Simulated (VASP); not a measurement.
# CdTe (P6_3/mmc) in VASP: further runs, part 3 of 3

VASP 6.6.1. The steps go on from the part before.

## (6) Single point, r2SCAN

This run uses another cell than the first one, of 34.20 Å³/atom, 0.949 times its volume.

The input, POSCAR:

```
CdTe
1.0
    4.8840757712      0.0000000000      0.0000000000
   -2.4420378856      4.2297336918      0.0000000000
    0.0000000000      0.0000000000      6.6222457098
Cd Te
2 2
Direct
    0.3333333333      0.6666666667      0.2500000000
    0.6666666667      0.3333333333      0.7500000000
    0.6666666667      0.3333333333      0.2500000000
    0.3333333333      0.6666666667      0.7500000000
```

The input, INCAR.step1:

```
  PREC = Accurate
  ENCUT = 520
  ISMEAR = -1
  SIGMA = 0.02
  LREAL = False
  LASPH = True
  NELM = 60
  NBANDS = 26
  GGA = PE
  ALGO = Normal
  EDIFF = 1E-4
  LWAVE = True
  LCHARG = False
```

The input, INCAR.step2:

```
  PREC = Accurate
  ENCUT = 520
  EDIFF = 1E-7
  ISMEAR = -1
  SIGMA = 0.02
  LREAL = False
  LASPH = True
  NELM = 60
  ALGO = Normal
  ISIF = 2
  LWAVE = False
  LCHARG = False
  METAGGA = R2SCAN
  LMIXTAU = True
  NBANDS = 26
  ISTART = 1
```

The input, KPOINTS:

```
Automatic mesh
0
Gamma
  6 6 4
```

Potentials or basis: VASP PAW PBE potentials, release 64 (Cd, Te).

Started as:

```sh
> cat potpaw_PBE.64/Cd/POTCAR potpaw_PBE.64/Te/POTCAR > POTCAR
> cp INCAR.step1 INCAR
> mpirun -np 1 vasp_std > vasp.out
> cp INCAR.step2 INCAR
> mpirun -np 1 vasp_std > vasp.out
```

OUTCAR:

```text
PREC = Accurate
   ENCUT = 520
   EDIFF = 1E-7
   ISMEAR = -1
   LREAL = False
   LASPH = True
   NELM = 60
   ISIF = 2
   METAGGA = R2SCAN
   ISTART = 1

 ion  position               nearest neighbor table
   1  0.333  0.667  0.250-   3 2.82   3 2.82   3 2.82   4 3.31   4 3.31
   2  0.667  0.333  0.750-   4 2.82   4 2.82   4 2.82   3 3.31   3 3.31
   3  0.667  0.333  0.250-   1 2.82   1 2.82   1 2.82   2 3.31   2 3.31
   4  0.333  0.667  0.750-   2 2.82   2 2.82   2 2.82   1 3.31   1 3.31

  LATTYP: Found a hexagonal cell.
 ALAT       =     4.8840757712
 C/A-ratio  =     1.3558851296

  Lattice vectors:

 A1 = (   4.8840757712,   0.0000000000,   0.0000000000)
 A2 = (  -2.4420378856,   4.2297336918,   0.0000000000)
 A3 = (   0.0000000000,   0.0000000000,   6.6222457098)

Analysis of symmetry for initial positions (statically):
=====================================================================
 Subroutine PRICEL returns:
 Original cell was already a primitive cell.

 Routine SETGRP: Setting up the symmetry group for a
[... 165 lines left out ...]
  free energy    TOTEN  =       -92.68788535 eV

  energy without entropy =      -92.68779975  energy(sigma->0) =      -92.68784255

 E-fermi :   2.2164     XC(G=0):  -9.0920

 val. band max:        2.0992283951   @ k =   0.3333   0.3333   0.5000
 cond. band min:       2.2899417760   @ k =   0.0000   0.0000   0.0000
 fundamental gap:      0.1907133809
 Fermi energy:         2.2163904073

 k-point     1 :       0.0000    0.0000    0.0000
  band No.  band energies     occupation
      1      -9.3367      2.00000
      2      -8.7706      2.00000
      3      -6.5608      2.00000
      4      -6.5607      2.00000
      5      -6.5548      2.00000
      6      -6.5548      2.00000
[... 598 lines left out ...]
     25       8.4172      0.00000
     26       8.4172      0.00000

------------------------ aborting loop because EDIFF is reached ----------------------------------------

  FORCE on cell =-STRESS in cart. coord.  units (eV):
  Direction    XX          YY          ZZ          XY          YZ          ZX
  --------------------------------------------------------------------------------------
  -------------------------------------------------------------------------------------
  Total        0.1194025      0.1194025      0.0945569      0.0000000     -0.0000000      0.0000000
  in kB        1.3983743      1.3983743      1.1073969      0.0000000     -0.0000000      0.0000000
  external PRESSURE =       1.3013818 kB  Pullay stress =       0.0000000 kB

 VOLUME and BASIS-vectors are now :
 -----------------------------------------------------------------------------
  energy-cutoff  :      520.00
  volume of cell :      136.80
      direct lattice vectors                 reciprocal lattice vectors
     4.884075771  0.000000000  0.000000000     0.204747028  0.118210752  0.000000000
    -2.442037886  4.229733692  0.000000000     0.000000000  0.236421504  0.000000000
     0.000000000  0.000000000  6.622245710     0.000000000  0.000000000  0.151006176

 POSITION                                       TOTAL-FORCE (eV/Angst)
 -----------------------------------------------------------------------------------
     -0.00000      2.81982      1.65556         0.000000     -0.000000     -0.000000
      2.44204      1.40991      4.96668        -0.000000      0.000000      0.000000
      2.44204      1.40991      1.65556        -0.000000      0.000000     -0.000000
     -0.00000      2.81982      4.96668        -0.000000      0.000000     -0.000000
 -----------------------------------------------------------------------------------
    total drift:                               -0.000000     -0.000000     -0.000000

  FREE ENERGIE OF THE ION-ELECTRON SYSTEM (eV)
  ---------------------------------------------------
  free  energy   TOTEN  =       -92.6878853488 eV

  energy  without entropy=      -92.6877997476  energy(sigma->0) =      -92.68784255
```

OSZICAR.step1:

```text
N       E                     dE             d eps       ncg     rms          rms(c)
DAV:   1     0.221381789833E+03    0.22138E+03   -0.16025E+04  1092   0.120E+03
DAV:   2     0.133736726672E+01   -0.22004E+03   -0.21273E+03  1198   0.286E+02
DAV:   3    -0.946328724421E+01   -0.10801E+02   -0.10741E+02  1322   0.648E+01
DAV:   4    -0.960400633838E+01   -0.14072E+00   -0.14066E+00  1396   0.627E+00
DAV:   5    -0.960552092717E+01   -0.15146E-02   -0.15145E-02  1252   0.678E-01    0.744E+00
DAV:   6    -0.905912092784E+01    0.54640E+00   -0.10776E+00  1132   0.933E+00    0.630E+00
DAV:   7    -0.901899980169E+01    0.40121E-01   -0.36614E-01  1212   0.298E+00    0.239E+00
DAV:   8    -0.901955009775E+01   -0.55030E-03   -0.32262E-02  1156   0.174E+00    0.788E-01
DAV:   9    -0.902037948196E+01   -0.82938E-03   -0.49602E-03  1176   0.656E-01    0.157E-01
DAV:  10    -0.902016333854E+01    0.21614E-03   -0.84756E-04  1192   0.306E-01    0.704E-02
DAV:  11    -0.902028259693E+01   -0.11926E-03   -0.28108E-04  1144   0.849E-02    0.456E-02
DAV:  12    -0.902028427247E+01   -0.16755E-05   -0.20696E-05   770   0.225E-02
   1 F= -.90202843E+01 E0= -.90195235E+01  d E =-.152162E-02
```

Run time: 3.1 min. Hardware: 1 thread of AMD EPYC 9R45 (Zen 5), shared host; peak memory 0.26 GiB.

Results:

```yaml
Free_energy: -92.6879 eV
Pressure: 0.1 GPa
Band_gap_on_the_k_mesh: 0.19 eV, indirect (least direct gap 0.24 eV)
```

Caveat: the PAW data sets were made with another functional, which shifts forces and pressure a little; spin-orbit coupling is left out, which moves the levels of the heavy elements. A k mesh can miss the band edges.

## (7) The runs side by side

| level | cell | gap on the mesh (eV) | pressure (GPa) |
| --- | --- | --- | --- |
| PBE | a = 4.989, b = 4.989, c = 6.686 Å, angles 90.0, 90.0, 120.0°, 4 atoms | none | -0.9 |
| PBE | a = 5.037, b = 5.037, c = 6.750 Å, angles 90.0, 90.0, 120.0°, 4 atoms | none | -1.7 |
| r2SCAN | a = 4.784, b = 4.784, c = 6.487 Å, angles 90.0, 90.0, 120.0°, 4 atoms | 0.16 | 3.1 |
| r2SCAN | a = 4.835, b = 4.835, c = 6.555 Å, angles 90.0, 90.0, 120.0°, 4 atoms | 0.17 | 1.5 |
| r2SCAN | a = 4.884, b = 4.884, c = 6.622 Å, angles 90.0, 90.0, 120.0°, 4 atoms | 0.19 | 0.1 |

Alike in all rows: task single point; potentials or basis VASP PAW PBE potentials, release 64 (Cd, Te); no spin polarisation; k mesh 6 × 6 × 4; cutoff (eV) 520; smearing fermi-dirac 0.02 eV.

Caveats: spin-orbit coupling is left out, which moves the levels of the heavy elements; the PAW data sets were made with another functional, which shifts forces and pressure a little (some runs).

Absolute energies hang on the potentials; compare differences alone.
